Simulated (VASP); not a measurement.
# BaS in VASP: further runs, part 2 of 2

VASP 6.6.1. Earlier steps stand in the parts before.

**3. Single point, r2SCAN (strain -1.0%)**

POSCAR reads:

```
BaS
1.0
    0.0000000000      3.4842176532      3.4842176532
    3.4842176532      0.0000000000      3.4842176532
    3.4842176532      3.4842176532      0.0000000000
Ba S
1 1
Direct
    0.0000000000      0.0000000000      0.0000000000
    0.2500000000      0.2500000000      0.2500000000
```

INCAR.step1 reads:

```
PREC     = Accurate       # precision mode
ENCUT    = 520            # plane-wave cutoff, eV
ISMEAR   = 0              # smearing method
SIGMA    = 0.01           # smearing width, eV
LREAL    = False          # projectors in reciprocal space
LASPH    = True           # aspherical terms in the spheres
NELM     = 80             # most SCF steps
NBANDS   = 15             # bands
GGA      = PE             # functional
ALGO     = Normal         # electronic algorithm
EDIFF    = 1E-4           # SCF threshold, eV
LWAVE    = True           # write WAVECAR
LCHARG   = False          # write CHGCAR
```

INCAR.step2 reads:

```
PREC     = Accurate       # precision mode
ENCUT    = 520            # plane-wave cutoff, eV
EDIFF    = 1E-6           # SCF threshold, eV
ISMEAR   = 0              # smearing method
SIGMA    = 0.01           # smearing width, eV
LREAL    = False          # projectors in reciprocal space
LASPH    = True           # aspherical terms in the spheres
NELM     = 80             # most SCF steps
ALGO     = Normal         # electronic algorithm
ISIF     = 2              # what is computed and relaxed
LWAVE    = False          # write WAVECAR
LCHARG   = True           # write CHGCAR
METAGGA  = R2SCAN         # meta-GGA
LMIXTAU  = True         
LELF     = True           # ELF
LVHAR    = True         
NBANDS   = 15             # bands
ISTART   = 1
```

KPOINTS reads:

```
Automatic mesh
0
Gamma
  6 6 6
```

Potentials or basis: VASP PAW PBE potentials, release 64 (Ba_sv, S).

Command:

```console
$ cat potpaw_PBE.64/Ba_sv/POTCAR potpaw_PBE.64/S/POTCAR > POTCAR
$ cp INCAR.step1 INCAR
$ mpirun -np 1 vasp_std > vasp.out
$ cp INCAR.step2 INCAR
$ mpirun -np 1 vasp_std > vasp.out
```

OUTCAR:

```text
PREC = Accurate
   ENCUT = 520
   EDIFF = 1E-6
   ISMEAR = 0
   LREAL = False
   LASPH = True
   NELM = 80
   ISIF = 2
   METAGGA = R2SCAN
   ISTART = 1

 ion  position               nearest neighbor table
   1  0.000  0.000  0.000-   2 3.02   2 3.02   2 3.02   2 3.02
   2  0.250  0.250  0.250-   1 3.02   1 3.02   1 3.02   1 3.02

  LATTYP: Found a face centered cubic cell.
 ALAT       =     6.9684353064

  Lattice vectors:

 A1 = (   0.0000000000,   3.4842176532,   3.4842176532)
[... 464 lines left out ...]
------------------------ aborting loop because EDIFF is reached ----------------------------------------

  FORCE on cell =-STRESS in cart. coord.  units (eV):
  Direction    XX          YY          ZZ          XY          YZ          ZX
  --------------------------------------------------------------------------------------
  -------------------------------------------------------------------------------------
  Total        0.7269153      0.7269153      0.7269153     -0.0000000      0.0000000     -0.0000000
  in kB       13.7672929     13.7672929     13.7672929     -0.0000000      0.0000000     -0.0000000
  external PRESSURE =      13.7672929 kB  Pullay stress =       0.0000000 kB

 VOLUME and BASIS-vectors are now :
 -----------------------------------------------------------------------------
  energy-cutoff  :      520.00
  volume of cell :       84.60
      direct lattice vectors                 reciprocal lattice vectors
     0.000000000  3.484217653  3.484217653    -0.143504238  0.143504238  0.143504238
     3.484217653  0.000000000  3.484217653     0.143504238 -0.143504238  0.143504238
     3.484217653  3.484217653  0.000000000     0.143504238  0.143504238 -0.143504238

 POSITION                                       TOTAL-FORCE (eV/Angst)
 -----------------------------------------------------------------------------------
      0.00000      0.00000      0.00000         0.000000     -0.000000      0.000000
      1.74211      1.74211      1.74211        -0.000000      0.000000     -0.000000
 -----------------------------------------------------------------------------------
    total drift:                                0.000000      0.000000      0.000000

  FREE ENERGIE OF THE ION-ELECTRON SYSTEM (eV)
  ---------------------------------------------------
  free  energy   TOTEN  =       -38.6017676859 eV

  energy  without entropy=      -38.6017676859  energy(sigma->0) =      -38.60176769
```

OSZICAR.step1:

```text
N       E                     dE             d eps       ncg     rms          rms(c)
DAV:   1     0.966227056281E+02    0.96623E+02   -0.63242E+03   480   0.891E+02
DAV:   2    -0.339042798495E+01   -0.10001E+03   -0.90889E+02   666   0.166E+02
DAV:   3    -0.105371220878E+02   -0.71467E+01   -0.70830E+01   692   0.485E+01
DAV:   4    -0.106956928826E+02   -0.15857E+00   -0.15853E+00   678   0.730E+00
DAV:   5    -0.106984105677E+02   -0.27177E-02   -0.27177E-02   702   0.784E-01    0.527E+00
DAV:   6    -0.973327996800E+01    0.96513E+00   -0.13256E+00   557   0.623E+00    0.361E+00
DAV:   7    -0.969352602893E+01    0.39754E-01   -0.38820E-01   578   0.303E+00    0.255E+00
DAV:   8    -0.970522021591E+01   -0.11694E-01   -0.37975E-02   564   0.124E+00    0.761E-01
DAV:   9    -0.971550384319E+01   -0.10284E-01   -0.16005E-02   494   0.840E-01    0.358E-01
DAV:  10    -0.971872140300E+01   -0.32176E-02   -0.13429E-03   557   0.212E-01    0.110E-01
DAV:  11    -0.971991371361E+01   -0.11923E-02   -0.17393E-03   494   0.209E-01    0.315E-02
DAV:  12    -0.971994704036E+01   -0.33327E-04   -0.10190E-04   587   0.511E-02
   1 F= -.97199470E+01 E0= -.97199470E+01  d E =-.153809E-22
```

Run time: 92 s. Hardware: 1 thread of Intel Xeon Platinum 8488C (Sapphire Rapids), shared host; peak memory 0.26 GiB.

What came out:

| Item | Value |
| --- | --- |
| Free energy | -38.6018 eV |
| Pressure | 1.4 GPa |
| Band gap on the k mesh | 3.13 eV (least direct gap 3.69 eV) |

Caveat: the cell differs from its parent crystal (strain -1.0%); the PAW data sets were made with another functional, which shifts forces and pressure a little; spin-orbit coupling is left out, which moves the levels of the heavy elements. A k mesh can miss the band edges.

**4. Single point, PBE (uniaxial z strain -0.5%)**

INCAR reads:

```
PREC = Accurate
ENCUT = 520
EDIFF = 1E-6
ISMEAR = -1
SIGMA = 0.02
LREAL = F
LASPH = T
NELM = 60
ALGO = Normal
ISIF = 2
LWAVE = F
LCHARG = T
GGA = PE
LELF = T
LVHAR = T
NBANDS = 15
```

KPOINTS is that of step 3.

POSCAR reads:

```
BaS
1.0
    0.0000000000      3.5194117709      3.5018147120
    3.5194117709      0.0000000000      3.5018147120
    3.5194117709      3.5194117709      0.0000000000
Ba S
1 1
Direct
    0.0000000000      0.0000000000      0.0000000000
    0.2500000000      0.2500000000      0.2500000000
```

Command:

```console
$ cat potpaw_PBE.64/Ba_sv/POTCAR potpaw_PBE.64/S/POTCAR > POTCAR
$ mpirun -np 1 vasp_std > vasp.out
```

Run time: 51 s. Hardware: 1 thread of Intel Xeon Platinum 8488C (Sapphire Rapids), shared host; peak memory 0.24 GiB.

The run converged. Its results:

```yaml
Free_energy: -9.7325 eV
Pressure: 0.5 GPa
Band_gap_on_the_k_mesh: 2.77 eV (least direct gap 3.41 eV)
```

Levels at points of the mesh, in eV from the valence-band top:
| k point | band 4 | band 5 | band 6 | band 7 | band 8 | band 9 | band 10 | band 11 | band 12 | band 13 |
| --- | --- | --- | --- | --- | --- | --- | --- | --- | --- | --- |
| (0.00, 0.00, 0.00) | -11.26 | -9.92 | -0.69 | -0.69 | -0.69 | 2.77 | 5.03 | 5.07 | 6.97 | 6.97 |
| (0.50, 0.00, 0.00) | -11.30 | -9.27 | -0.60 | -0.43 | -0.43 | 4.45 | 5.25 | 5.25 | 5.44 | 6.38 |
| (0.50, 0.50, 0.00) | -11.36 | -9.09 | -1.09 | -0.01 | -0.01 | 3.46 | 4.57 | 6.30 | 6.30 | 6.35 |
| (0.50, 0.00, 0.50) | -11.36 | -9.08 | -1.09 | -0.01 | -0.01 | 3.44 | 4.56 | 6.29 | 6.30 | 6.35 |

Caveat: the cell differs from its parent crystal (uniaxial z strain -0.5%); spin-orbit coupling is left out, which moves the levels of the heavy elements. A k mesh can miss the band edges.

**5. Single point, PBE (epitaxial 111 strain -0.5%)**

INCAR reads:

```
PREC = Accurate ; ENCUT = 520
EDIFF = 1E-6 ; ISMEAR = -1
SIGMA = 0.02 ; LREAL = F
LASPH = T ; NELM = 60
ALGO = Normal ; ISIF = 2
LWAVE = F ; LCHARG = T
GGA = PE ; LELF = T
LVHAR = T ; NBANDS = 15
```

KPOINTS reads:

```
regular mesh
0
Gamma
  6 6 6
```

POSCAR reads:

```
BaS
1.0
    0.0271846968      3.5289994088      3.5289994088
    3.5289994088      0.0271846968      3.5289994088
    3.5289994088      3.5289994088      0.0271846968
Ba S
1 1
Direct
    0.0007805743      0.0007805743      0.0007805743
    0.2492194257      0.2492194257      0.2492194257
```

Potentials or basis: VASP PAW PBE potentials, release 64 (Ba_sv, S).

Command:

```console
$ cat potpaw_PBE.64/Ba_sv/POTCAR potpaw_PBE.64/S/POTCAR > POTCAR
$ mpirun -np 1 vasp_std > vasp.out
```

OUTCAR:

```text
PREC = Accurate
   ENCUT = 520
   EDIFF = 1E-6
   ISMEAR = -1
   LREAL = F
   LASPH = T
   NELM = 60
   ISIF = 2
   GGA = PE

 ion  position               nearest neighbor table
   1  0.001  0.001  0.001-   2 3.04   2 3.04   2 3.04   2 3.05
   2  0.249  0.249  0.249-   1 3.04   1 3.04   1 3.04   1 3.05

  LATTYP: Found a trigonal (rhomboedric) cell.
 ALAT       =     4.9908328626
 COS(alpha) =     0.5076881677

  Lattice vectors:

 A1 = (   0.0271846968,   3.5289994088,   3.5289994088)
 A2 = (   3.5289994088,   0.0271846968,   3.5289994088)
 A3 = (   3.5289994088,   3.5289994088,   0.0271846968)

Analysis of symmetry for initial positions (statically):
=====================================================================
 Subroutine PRICEL returns:
 Original cell was already a primitive cell.

 Routine SETGRP: Setting up the symmetry group for a
 trigonal (rhombohedral) supercell.

 Subroutine GETGRP returns: Found  6 space group operations
 (whereof  6 operations were pure point group operations)
 out of a pool of 12 trial point group operations.

The static configuration has the point symmetry C_3v.

Analysis of symmetry for dynamics (positions and initial velocities):
=====================================================================
 Subroutine PRICEL returns:
 Original cell was already a primitive cell.

 Routine SETGRP: Setting up the symmetry group for a
 trigonal (rhombohedral) supercell.

 Subroutine GETGRP returns: Found  6 space group operations
 (whereof  6 operations were pure point group operations)
 out of a pool of 12 trial point group operations.

The dynamic configuration has the point symmetry C_3v.

 Subroutine INISYM returns: Found  6 space group operations
 (whereof  6 operations are pure point group operations),
 and found     1 'primitive' translations

----------------------------------------------------------------------------------------
[... 116 lines left out ...]
  Thomas-Fermi vector in A             =   2.057888
   LORBIT       =      0    0 simple, 1 ext, 2 COOP (PROOUT), +10 PAW based schemes
   GGA     = PE    functional components
   LHFCALC =     F    Hartree Fock is set to
   AEXX    =    0.0000 exact exchange contribution
   IVDW    =     0    specifies the selected vdW correction
   LEPSILON=     F    determine dielectric tensor
   LRPA    =     F    only Hartree local field effects (RPA)
 non-spin polarized calculation
  energy-cutoff  :      520.00
  volume of cell :       86.88
 maximum number of plane-waves:      2352
 NGX is ok and might be reduce to    40
   NGX = 19   NGY = 19   NGZ = 19

 number of electron      15.9999999 magnetization

 Free energy of the ion-electron system (eV)
  ---------------------------------------------------
  ext. energy  EPLUGINS =         0.00000000
  ---------------------------------------------------
  free energy    TOTEN  =        -9.73256315 eV

  energy without entropy =       -9.73256315  energy(sigma->0) =       -9.73256315

 E-fermi :   0.2879     XC(G=0):  -7.1903

 val. band max:       -0.1627306041   @ k =  -0.3333   0.5000   0.1667
 cond. band min:       2.6062310404   @ k =   0.0000   0.0000   0.0000
 fundamental gap:      2.7689616444
 Fermi energy:         0.2879065866

 k-point     1 :       0.0000    0.0000    0.0000
  band No.  band energies     occupation
      1     -26.2450      2.00000
      2     -11.4267      2.00000
      3     -11.4264      2.00000
      4     -11.4264      2.00000
      5     -10.0746      2.00000
      6      -0.8619      2.00000
      7      -0.8343      2.00000
      8      -0.8343      2.00000
      9       2.6062      0.00000
     10       4.8889      0.00000
     11       4.8889      0.00000
     12       6.8046      0.00000
     13       6.8046      0.00000
     14       6.8458      0.00000
[... 401 lines left out ...]
      2     -12.1176      2.00000
      3     -11.5593      2.00000
      4     -11.5260      2.00000
      5      -9.2320      2.00000
      6      -0.9912      2.00000
      7      -0.4471      2.00000
      8      -0.1627      2.00000
      9       3.2574      0.00000
     10       4.1948      0.00000
     11       5.7698      0.00000
     12       6.1859      0.00000
     13       7.0568      0.00000
     14       8.3614      0.00000
     15       8.5343      0.00000

 [... further k-points ...]
[... 5 lines left out ...]
  --------------------------------------------------------------------------------------
  -------------------------------------------------------------------------------------
  Total        0.2554084      0.2554084      0.2554084     -0.0308953     -0.0308953     -0.0308953
  in kB        4.7098642      4.7098642      4.7098642     -0.5697247     -0.5697247     -0.5697247
  external PRESSURE =       4.7098642 kB  Pullay stress =       0.0000000 kB

 VOLUME and BASIS-vectors are now :
 -----------------------------------------------------------------------------
  energy-cutoff  :      520.00
  volume of cell :       86.88
      direct lattice vectors                 reciprocal lattice vectors
     0.027184697  3.528999409  3.528999409    -0.143330947  0.142235276  0.142235276
     3.528999409  0.027184697  3.528999409     0.142235276 -0.143330947  0.142235276
     3.528999409  3.528999409  0.027184697     0.142235276  0.142235276 -0.143330947

 POSITION                                       TOTAL-FORCE (eV/Angst)
 -----------------------------------------------------------------------------------
      0.00553      0.00553      0.00553        -0.000284     -0.000284     -0.000284
      1.76577      1.76577      1.76577         0.000284      0.000284      0.000284
 -----------------------------------------------------------------------------------
    total drift:                               -0.000059     -0.000059     -0.000059

  FREE ENERGIE OF THE ION-ELECTRON SYSTEM (eV)
  ---------------------------------------------------
  free  energy   TOTEN  =        -9.7325631512 eV

  energy  without entropy=       -9.7325631512  energy(sigma->0) =       -9.73256315
```

OSZICAR:

```text
N       E                     dE             d eps       ncg     rms          rms(c)
DAV:   1     0.908689751028E+02    0.90869E+02   -0.65047E+03   960   0.900E+02
DAV:   2    -0.419802306011E+01   -0.95067E+02   -0.86839E+02  1271   0.164E+02
DAV:   3    -0.105628927898E+02   -0.63649E+01   -0.63232E+01  1361   0.459E+01
DAV:   4    -0.107183306661E+02   -0.15544E+00   -0.15541E+00  1295   0.725E+00
DAV:   5    -0.107207811669E+02   -0.24505E-02   -0.24505E-02  1409   0.754E-01    0.512E+00
DAV:   6    -0.974448962468E+01    0.97629E+00   -0.13527E+00  1100   0.625E+00    0.348E+00
DAV:   7    -0.970587054613E+01    0.38619E-01   -0.39307E-01  1142   0.301E+00    0.252E+00
DAV:   8    -0.971688120681E+01   -0.11011E-01   -0.37589E-02  1107   0.121E+00    0.798E-01
DAV:   9    -0.972788579588E+01   -0.11005E-01   -0.16719E-02   988   0.864E-01    0.373E-01
DAV:  10    -0.973113039516E+01   -0.32446E-02   -0.12878E-03  1100   0.205E-01    0.129E-01
DAV:  11    -0.973250637519E+01   -0.13760E-02   -0.19384E-03   981   0.218E-01    0.314E-02
DAV:  12    -0.973254172190E+01   -0.35347E-04   -0.11344E-04  1400   0.498E-02    0.375E-02
DAV:  13    -0.973256327392E+01   -0.21552E-04   -0.38648E-05  1030   0.368E-02    0.106E-02
DAV:  14    -0.973256315123E+01    0.12269E-06   -0.51144E-07  1106   0.493E-03
   1 F= -.97325632E+01 E0= -.97325632E+01  d E =-.120609E-10
```

stdout:

```text
POSCAR found type information on POSCAR BaS
 POSCAR found :  2 types and       2 ions
 scaLAPACK will be used
 LDA part: xc-table for (Slater+PW92), standard interpolation
 POSCAR, INCAR and KPOINTS ok, starting setup
 FFT: planning ... GRIDC
 FFT: planning ... GRID_SOFT
 FFT: planning ... GRID
 WAVECAR not read
 entering main loop
```

Run time: 52 s. Hardware: 1 thread of Intel Xeon Platinum 8488C (Sapphire Rapids), shared host; peak memory 0.23 GiB.

Results:

* Free energy: -9.7326 eV
* Pressure: 0.5 GPa
* Band gap on the k mesh: 2.77 eV (least direct gap 3.42 eV)

Levels at points of the mesh, in eV from the valence-band top:
```tsv
k point	band 4	band 5	band 6	band 7	band 8	band 9	band 10	band 11	band 12	band 13
(0.00, 0.00, 0.00)	-11.26	-9.91	-0.70	-0.67	-0.67	2.77	5.05	5.05	6.97	6.97
(0.50, 0.00, 0.00)	-11.30	-9.28	-0.59	-0.43	-0.42	4.45	5.19	5.31	5.45	6.37
(0.50, 0.50, 0.00)	-11.36	-9.08	-1.08	-0.01	0.00	3.45	4.56	6.29	6.29	6.36
(0.50, 0.50, 0.50)	-11.30	-9.26	-0.62	-0.41	-0.41	4.43	5.24	5.24	5.44	6.35
```

Caveat: the cell differs from its parent crystal (epitaxial 111 strain -0.5%); spin-orbit coupling is left out, which moves the levels of the heavy elements. A k mesh can miss the band edges.

**6. The runs side by side**

```tsv
level	cell	smearing	gap on the mesh (eV)	pressure (GPa)
PBE	a = 4.977 Å, angles 60.0°, 2 atoms	fermi-dirac 0.02 eV	2.76	0.4
r2SCAN	a = 4.927 Å, angles 60.0°, 2 atoms	gaussian 0.01 eV	3.13	1.4
PBE	a = 4.965, b = 4.965, c = 4.977 Å, angles 59.9, 59.9, 60.2°, 2 atoms	fermi-dirac 0.02 eV	2.77	0.5
PBE	a = 4.991 Å, angles 59.5°, 2 atoms	fermi-dirac 0.02 eV	2.77	0.5
```

Alike in all rows: task single point; potentials or basis VASP PAW PBE potentials, release 64 (Ba_sv, S); no spin polarisation; k mesh 6 × 6 × 6; cutoff (eV) 520.

Caveats: spin-orbit coupling is left out, which moves the levels of the heavy elements; the PAW data sets were made with another functional, which shifts forces and pressure a little (at least some runs).

Absolute energies hang on the potentials; compare differences alone.
